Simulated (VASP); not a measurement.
Rh:

```
Rh
1.0
     0.00000    1.89995    1.89995
     1.89995    0.00000    1.89995
     1.89995    1.89995    0.00000
Rh
1
Direct
  0.00000 0.00000 0.00000
```

Base run:

```yaml
Program: VASP 6.6.1
Functional: r2SCAN
Potentials_or_basis: VASP PAW PBE potentials, release 64 (Rh_pv)
Cutoff: 520 eV
k_mesh: 18 × 18 × 18
Occupations: gaussian, width 0.1 eV
Spin: no spin polarisation
```

Its results: pressure 1.2 GPa.

Q: The run is repeated on the same cell with these changes: potentials or basis from VASP PAW PBE potentials, release 64 (Rh_pv) to VASP PAW PBE potentials, release 64 (Rh_sv_GW); cutoff from 520 eV to 580 eV; further incar settings from ALGO = Normal; EDIFF = 1e-07; NBANDS = 14 to ALGO = Normal; EDIFF = 1e-06; NBANDS = 14; valence electrons from 15 to 17. What comes out?

A: Pressure -1.6 GPa.

Caveats: the PAW data sets were made with another functional, which shifts forces and pressure a little.
